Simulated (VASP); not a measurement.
Write the native input for VASP 6.6.1 that does the following.

| Item | Value |
| --- | --- |
| Task | single point |
| Functional | HSE06 |
| Potentials or basis | VASP PAW PBE potentials, release 64 (Mg, O) |
| Cutoff | 520 eV |
| k mesh | 8 × 8 × 8 |
| Occupations | gaussian, width 0.01 eV |
| Spin | no spin polarisation |
| Dipole correction | no |
| Grid for exact exchange (PRECFOCK) | Normal |
| Further INCAR settings | ALGO = Normal; EDIFF = 1e-06; NBANDS = 11 |
| Share of exact exchange | 0.25 |
| Screening parameter | 0.2079 1/Å |

The system is MgO.

```
CELL_PARAMETERS angstrom
0.00000 2.10217 2.10217
2.10217 0.00000 2.10217
2.10217 2.10217 0.00000
ATOMIC_POSITIONS crystal
Mg 0.00000 0.00000 0.00000
O 0.50000 0.50000 0.50000
```

These files were run (other wordings do the same):

POSCAR

```
MgO
1.0
    0.0000000000      2.1021680206      2.1021680206
    2.1021680206      0.0000000000      2.1021680206
    2.1021680206      2.1021680206      0.0000000000
Mg O
1 1
Direct
    0.0000000000      0.0000000000      0.0000000000
    0.5000000000      0.5000000000      0.5000000000
```

INCAR.step1

```
SYSTEM = MgO
PREC     = Accurate       ! precision mode
ENCUT    = 520            ! plane-wave cutoff, eV
EDIFF    = 1E-5           ! SCF threshold, eV
ISMEAR   = 0              ! smearing method
SIGMA    = 0.01           ! smearing width, eV
LREAL    = .FALSE.        ! projectors in reciprocal space
LASPH    = .TRUE.         ! aspherical terms in the spheres
NELM     = 60             ! most SCF steps
ALGO     = Normal         ! electronic algorithm
ISIF     = 2              ! what is computed and relaxed
LWAVE    = .TRUE.         ! write WAVECAR
LCHARG   = .FALSE.        ! write CHGCAR
NBANDS   = 11             ! bands
GGA      = PE             ! functional
```

INCAR.step2

```
SYSTEM = MgO
PREC     = Accurate       ! precision mode
ENCUT    = 520            ! plane-wave cutoff, eV
EDIFF    = 1E-6           ! SCF threshold, eV
ISMEAR   = 0              ! smearing method
SIGMA    = 0.01           ! smearing width, eV
LREAL    = .FALSE.        ! projectors in reciprocal space
LASPH    = .TRUE.         ! aspherical terms in the spheres
NELM     = 60             ! most SCF steps
ALGO     = Normal         ! electronic algorithm
ISIF     = 2              ! what is computed and relaxed
LWAVE    = .FALSE.        ! write WAVECAR
LCHARG   = .FALSE.        ! write CHGCAR
GGA      = PE             ! functional
LHFCALC  = .TRUE.         ! exact exchange
HFSCREEN = 0.2079         ! screening, 1/A
PRECFOCK = Normal       
NBANDS   = 11             ! bands
ISTART   = 1
```

KPOINTS

```
regular mesh
0
G
  8 8 8
  0 0 0
```

Potentials or basis: VASP PAW PBE potentials, release 64 (Mg, O).

Command:

```bash
$ cat potpaw_PBE.64/Mg/POTCAR potpaw_PBE.64/O/POTCAR > POTCAR
$ cp INCAR.step1 INCAR
$ mpirun -np 1 vasp_std > vasp.out
$ cp INCAR.step2 INCAR
$ mpirun -np 1 vasp_std > vasp.out
```

Results of the run:

- Pressure: -0.6 GPa
- Band gap on the k mesh: 6.50 eV

Caveat: the PAW data sets were made with another functional, which shifts forces and pressure a little.

Run time: 38 min on 1 thread of Oxide Virtual Turin-like Processor, with other jobs on the host, peak memory 0.23 GiB.
